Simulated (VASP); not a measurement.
# SrO (ae) (I4/mmm) in VASP: single point with PBEsol

Aim: the single point of SrO (ae) with PBEsol.

Everything below comes from runs of VASP 6.6.1. Logs are shortened: lines on timing, memory, paths and dates and some standing lists are left out, and cuts for length are marked.

### Step 1. The cell of the first run

The structure is tetragonal, space group I4/mmm (No. 139). Conventional cell: a = 3.630 Å, b = 3.630 Å, c = 5.071 Å, α = 90.00°, β = 90.00°, γ = 90.00°. Sr (site symmetry 4/mmm) has 6 O at 2.54 to 2.57 Å within 3.3 Å. O (site symmetry 4/mmm) has 6 Sr at 2.54 to 2.57 Å within 3.3 Å.

### Step 2. Single point, PBEsol

Contents of INCAR:

```
SYSTEM = SrO
ALGO = Normal ; EDIFF = 1E-6
ENCUT = 600 ; GGA = PS
GGA_COMPAT = .FALSE. ; ISIF = 2
ISMEAR = 0 ; LASPH = .TRUE.
LCHARG = .FALSE. ; LREAL = .FALSE.
LWAVE = .FALSE. ; NBANDS = 15
NELM = 120 ; PREC = Accurate
SIGMA = 0.01
```

Contents of KPOINTS:

```
k-points
0
G
  6 6 6
  0 0 0
```

Contents of POSCAR:

```
SrO
1.0
    0.0000000000      2.5668363791      2.5357135887
    2.5668363791      0.0000000000      2.5357135887
    2.5668363791      2.5668363791      0.0000000000
Sr O
1 1
Direct
    0.0000000000      0.0000000000      0.0000000000
    0.5000000000      0.5000000000      0.5000000000
```

Potentials or basis: VASP PAW PBE potentials, release 64 (Sr_sv, O).

The run is started by

```sh
cat potpaw_PBE.64/Sr_sv/POTCAR potpaw_PBE.64/O/POTCAR > POTCAR
mpirun -np 1 vasp_std > vasp.out
```

OUTCAR:

```text
SYSTEM = SrO
   EDIFF = 1E-6
   ENCUT = 600
   GGA = PS
   ISIF = 2
   ISMEAR = 0
   LASPH = .TRUE.
   LREAL = .FALSE.
   NELM = 120
   PREC = Accurate

 ion  position               nearest neighbor table
   1  0.000  0.000  0.000-   2 2.54   2 2.54   2 2.57   2 2.57   2 2.57   2 2.57
   2  0.500  0.500  0.500-   1 2.54   1 2.54   1 2.57   1 2.57   1 2.57   1 2.57

  LATTYP: Found a body centered tetragonal cell.
 ALAT       =     3.6300548197
 C/A-ratio  =     1.3970662784

  Lattice vectors:

 A1 = (   0.0000000000,  -2.5668363791,  -2.5357135887)
 A2 = (   0.0000000000,   2.5668363791,  -2.5357135887)
 A3 = (   2.5668363791,   0.0000000000,   2.5357135887)

Analysis of symmetry for initial positions (statically):
=====================================================================
 Subroutine PRICEL returns:
 Original cell was already a primitive cell.

 Routine SETGRP: Setting up the symmetry group for a
 body centered tetragonal supercell.

 Subroutine GETGRP returns: Found 16 space group operations
 (whereof 16 operations were pure point group operations)
 out of a pool of 16 trial point group operations.

The static configuration has the point symmetry D_4h.

Analysis of symmetry for dynamics (positions and initial velocities):
=====================================================================
 Subroutine PRICEL returns:
 Original cell was already a primitive cell.

 Routine SETGRP: Setting up the symmetry group for a
 body centered tetragonal supercell.

 Subroutine GETGRP returns: Found 16 space group operations
 (whereof 16 operations were pure point group operations)
 out of a pool of 16 trial point group operations.

The dynamic configuration has the point symmetry D_4h.

 Subroutine INISYM returns: Found 16 space group operations
 (whereof 16 operations are pure point group operations),
 and found     1 'primitive' translations

----------------------------------------------------------------------------------------

                                     Primitive cell

  volume of cell :      33.4139

  direct lattice vectors                    reciprocal lattice vectors
     0.000000000  2.566836379  2.535713589    -0.194792315  0.194792315  0.197183153
     2.566836379  0.000000000  2.535713589     0.194792315 -0.194792315  0.197183153
     2.566836379  2.566836379  0.000000000     0.194792315  0.194792315 -0.197183153

  length of vectors
     3.608114799  3.608114799  3.630054820     0.338776161  0.338776161  0.338776161

  position of ions in fractional coordinates (direct lattice)
     0.000000000  0.000000000  0.000000000
     0.500000000  0.500000000  0.500000000

  ion indices of the primitive-cell ions
   primitive index   ion index
                 1           1
                 2           2

----------------------------------------------------------------------------------------

 KPOINTS: k-points

Automatic generation of k-mesh.
 Grid dimensions read from file:
 generate k-points for:    6    6    6

 Generating k-lattice:

  Cartesian coordinates                     Fractional coordinates (reciprocal lattice)
    -0.032465386  0.032465386  0.032863859     0.166666667 -0.000000000  0.000000000
     0.032465386 -0.032465386  0.032863859    -0.000000000  0.166666667  0.000000000
     0.032465386  0.032465386 -0.032863859     0.000000000  0.000000000  0.166666667

  Length of vectors
     0.056462694  0.056462694  0.056462694

  Shift w.r.t. Gamma in fractional coordinates (k-lattice)
     0.000000000  0.000000000  0.000000000

 Subroutine IBZKPT returns following result:
 ===========================================

 Found     30 irreducible k-points:

 Following reciprocal coordinates:
            Coordinates               Weight
  0.000000  0.000000  0.000000      1.000000
  0.166667  0.000000  0.000000      8.000000
  0.333333  0.000000  0.000000      8.000000
  0.500000  0.000000  0.000000      4.000000
  0.166667  0.166667  0.000000      2.000000
  0.333333  0.166667  0.000000      8.000000
[... 16 lines left out ...]
  0.333333  0.000000  0.333333      4.000000
  0.500000 -0.000000  0.333333     16.000000
 [... further k-points ...]
   k-points           NKPTS =     30   k-points in BZ     NKDIM =     30   number of bands    NBANDS=     15
   number of dos      NEDOS =    301   number of ions     NIONS =      2
   total plane-waves  NPLWV =  27000
   dimension x,y,z NGX =    30 NGY =   30 NGZ =   30
   dimension x,y,z NGXF=    60 NGYF=   60 NGZF=   60
   ions per type =               1   1
   NGX,Y,Z   is equivalent  to a cutoff of  13.82, 13.82, 13.74 a.u.
   NGXF,Y,Z  is equivalent  to a cutoff of  27.65, 27.65, 27.48 a.u.
 SYSTEM =  SrO
   PREC   = accura    normal or accurate (medium, high low for compatibility)
   ISTART =      0    job   : 0-new  1-cont  2-samecut
   ICHARG =      2    charge: 1-file 2-atom 10-const
   ISPIN  =      1    spin polarized calculation?
   LNONCOLLINEAR =      F non collinear calculations
   LSORBIT =      F    spin-orbit coupling
   LASPH  =      T    aspherical Exc in radial PAW
   ENCUT  =  600.0 eV  44.10 Ry    6.64 a.u.   7.21  7.21  7.25*2*pi/ulx,y,z
   NELM   =    120;   NELMIN=  2; NELMDL= -5     # of ELM steps
   EDIFF  = 0.1E-05   stopping-criterion for ELM
   LREAL  =      F    real-space projection
   EDIFFG = 0.1E-04   stopping-criterion for IOM
   NSW    =      0    number of steps for IOM
   IBRION =     -1    ionic relax: 0-MD 1-quasi-New 2-CG
   NFREE  =      0    steps in history (QN), initial steepest desc. (CG)
   ISIF   =      2    stress and relaxation
   ISYM   =      2    0-nonsym 1-usesym 2-fastsym
   POTIM  = 0.5000    time-step for ionic-motion
   TEBEG  =    0.0;   TEEND  =   0.0 temperature during run
   PSTRESS=    0.0 pullay stress
   NELECT =      16.0000    total number of electrons
   NUPDOWN=      -1.0000    fix difference up-down
   EMIN   =  10.00;   EMAX   =-10.00  energy-range for DOS
   EFERMI =   0.00;   METHOD = LEGACY
   ISMEAR =     0;   SIGMA  =   0.01  broadening in eV -4-tet -1-fermi 0-gaus
   EFERMI_NEDOS =   21; number of points for ismear=-14 and -15
   IALGO  =     38    algorithm
   IMIX   =      4    mixing-type and parameters
     AMIX     =   0.40;   BMIX     =  1.00
     AMIX_MAG =   1.60;   BMIX_MAG =  1.00
  volume/ion in A,a.u.               =      16.71       112.74
  Fermi-wavevector in a.u.,A,eV,Ry     =   1.280774  2.420313 22.318766  1.640383
  Thomas-Fermi vector in A             =   2.413183
   LORBIT       =      0    0 simple, 1 ext, 2 COOP (PROOUT), +10 PAW based schemes
   GGA     = PS    functional components
   LHFCALC =     F    Hartree Fock is set to
   AEXX    =    0.0000 exact exchange contribution
   IVDW    =     0    specifies the selected vdW correction
   LEPSILON=     F    determine dielectric tensor
   LRPA    =     F    only Hartree local field effects (RPA)
 non-spin polarized calculation
 Gauss-broadening in eV      SIGMA  =   0.01
  energy-cutoff  :      600.00
  volume of cell :       33.41
 maximum number of plane-waves:      1130
 NGX is ok and might be reduce to    30
   NGX = 15   NGY = 15   NGZ = 15

 number of electron      15.9999997 magnetization

 Free energy of the ion-electron system (eV)
  ---------------------------------------------------
  ext. energy  EPLUGINS =         0.00000000
  ---------------------------------------------------
  free energy    TOTEN  =       -12.63770383 eV

  energy without entropy =      -12.63770383  energy(sigma->0) =      -12.63770383

 E-fermi :   1.7009     XC(G=0): -10.3589

 val. band max:        1.6018165504   @ k =   0.0000   0.0000   0.0000
 cond. band min:       4.6824834421   @ k =   0.5000   0.5000   0.0000
 fundamental gap:      3.0806668917
 Fermi energy:         1.7009008102

 k-point     1 :       0.0000    0.0000    0.0000
  band No.  band energies     occupation
      1     -30.6089      2.00000
      2     -13.4507      2.00000
      3     -12.2450      2.00000
      4     -12.2450      2.00000
      5     -12.2395      2.00000
      6       1.5531      2.00000
      7       1.5531      2.00000
      8       1.6018      2.00000
      9       5.5094      0.00000
     10       7.7359      0.00000
     11       7.7359      0.00000
     12       7.8321      0.00000
     13       9.9175      0.00000
     14      10.0914      0.00000
     15      14.1368      0.00000

 k-point     2 :       0.1667    0.0000    0.0000
  band No.  band energies     occupation
      1     -30.5712      2.00000
      2     -14.0163      2.00000
      3     -12.2701      2.00000
      4     -12.2611      2.00000
      5     -11.7683      2.00000
      6       0.8135      2.00000
      7       1.2131      2.00000
      8       1.2367      2.00000
      9       6.6888      0.00000
     10       7.5489      0.00000
     11       8.2951      0.00000
     12       8.3446      0.00000
     13      10.6388      0.00000
     14      10.8227      0.00000
     15      15.8625      0.00000

 k-point     3 :       0.3333    0.0000    0.0000
  band No.  band energies     occupation
      1     -30.4945      2.00000
      2     -14.7304      2.00000
      3     -12.3192      2.00000
      4     -12.2991      2.00000
      5     -11.2367      2.00000
      6      -0.2530      2.00000
      7       0.6344      2.00000
      8       0.6408      2.00000
      9       7.7458      0.00000
     10       8.8427      0.00000
     11       9.6512      0.00000
     12       9.6740      0.00000
     13      12.2634      0.00000
     14      12.4454      0.00000
     15      17.5653      0.00000
[... 343 lines left out ...]
 k-point    23 :       0.3333    0.0000    0.3333
  band No.  band energies     occupation
      1     -30.4620      2.00000
      2     -14.1378      2.00000
      3     -12.5450      2.00000
      4     -12.5302      2.00000
      5     -12.1472      2.00000
      6       0.4278      2.00000
      7       1.4226      2.00000
      8       1.4812      2.00000
      9       5.2475      0.00000
     10       8.4363      0.00000
     11      11.3261      0.00000
     12      11.3913      0.00000
     13      11.4055      0.00000
     14      12.1556      0.00000
     15      18.2781      0.00000

 k-point    24 :       0.5000   -0.0000    0.3333
  band No.  band energies     occupation
      1     -30.4242      2.00000
      2     -14.1379      2.00000
      3     -12.9353      2.00000
      4     -12.5585      2.00000
      5     -12.0627      2.00000
      6       0.7929      2.00000
      7       1.0531      2.00000
      8       1.2156      2.00000
      9       5.6108      0.00000
     10       9.5525      0.00000
     11      10.6947      0.00000
     12      11.8830      0.00000
     13      12.5041      0.00000
     14      13.9854      0.00000
     15      15.3887      0.00000

 [... further k-points ...]
[... 5 lines left out ...]
  --------------------------------------------------------------------------------------
  -------------------------------------------------------------------------------------
  Total        0.1108960      0.1108960      0.4943477      0.0000000     -0.0000000      0.0000000
  in kB        5.3174057      5.3174057     23.7037191      0.0000000     -0.0000000      0.0000000
  external PRESSURE =      11.4461768 kB  Pullay stress =       0.0000000 kB

 VOLUME and BASIS-vectors are now :
 -----------------------------------------------------------------------------
  energy-cutoff  :      600.00
  volume of cell :       33.41
      direct lattice vectors                 reciprocal lattice vectors
     0.000000000  2.566836379  2.535713589    -0.194792315  0.194792315  0.197183153
     2.566836379  0.000000000  2.535713589     0.194792315 -0.194792315  0.197183153
     2.566836379  2.566836379  0.000000000     0.194792315  0.194792315 -0.197183153

 POSITION                                       TOTAL-FORCE (eV/Angst)
 -----------------------------------------------------------------------------------
      0.00000      0.00000      0.00000         0.000000     -0.000000     -0.000000
      2.56684      2.56684      2.53571        -0.000000      0.000000      0.000000
 -----------------------------------------------------------------------------------
    total drift:                                0.000000      0.000000      0.000000

  FREE ENERGIE OF THE ION-ELECTRON SYSTEM (eV)
  ---------------------------------------------------
  free  energy   TOTEN  =       -12.6377038319 eV

  energy  without entropy=      -12.6377038319  energy(sigma->0) =      -12.63770383
```

Run time: 36 s. Hardware: 1 thread of Intel Xeon 8259CL, shared host; peak memory 0.18 GiB.

Results:

- Free energy: -12.6377 eV
- Pressure: 1.1 GPa
- Band gap on the k mesh: 3.08 eV, indirect (least direct gap 3.19 eV)

Stress tensor (GPa, compression positive):
```
0.53 0.00 0.00
0.00 0.53 0.00
0.00 0.00 2.37
```

Levels at points of the mesh, in eV from the valence-band top:
| k point | band 6 | band 7 | band 8 | band 9 | band 10 | band 11 |
| --- | --- | --- | --- | --- | --- | --- |
| (0.00, 0.00, 0.00) | -0.05 | -0.05 | 0.00 | 3.91 | 6.13 | 6.13 |
| (0.50, 0.00, 0.00) | -2.29 | -1.22 | -1.22 | 6.53 | 8.39 | 8.90 |
| (0.50, 0.50, 0.00) | -0.38 | -0.13 | -0.13 | 3.08 | 7.87 | 10.27 |
| (0.50, 0.00, 0.50) | -0.46 | -0.13 | -0.07 | 3.13 | 7.86 | 10.28 |

Caveat: the PAW data sets were made with another functional, which shifts forces and pressure a little.
